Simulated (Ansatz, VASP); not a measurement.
## Cd2O3 in VASP and in Ansatz

```
Cd O
1.0
     2.67537    4.63388    0.00000
    -2.67537    4.63388    0.00000
     0.00000   -3.08926    4.71657
Cd O
4 6
Direct
  0.35731 0.35731 0.07193
  0.14269 0.14269 0.42807
  0.64269 0.64269 0.92807
  0.85731 0.85731 0.57193
  0.54800 0.95200 0.75000
  0.25000 0.54800 0.75000
  0.95200 0.25000 0.75000
  0.45200 0.04800 0.25000
  0.75000 0.45200 0.25000
  0.04800 0.75000 0.25000
```

Alike in both runs: task single point; functional PBE; k mesh 7 × 7 × 7; no spin polarisation.

```csv
,VASP,Ansatz
version,VASP 6.6.1,Ansatz 0.2.0
potentials or method,"VASP PAW PBE potentials, release 64 (Cd, O), cutoff 520 eV",PAW plane waves
occupations,"fermi-dirac, width 0.1 eV",fermi-dirac
valence electrons in the cell,84,116
```

```tsv
	VASP	Ansatz	Ansatz less VASP
rms of the force components (eV/Å)	0.205	0.192	-0.0136
```

Atom by atom the forces differ by 0.020 eV/Å (rms over components). VASP's potentials hold 84 valence electrons a cell and Ansatz's 116, so a difference there can come from the potentials and not from the codes.
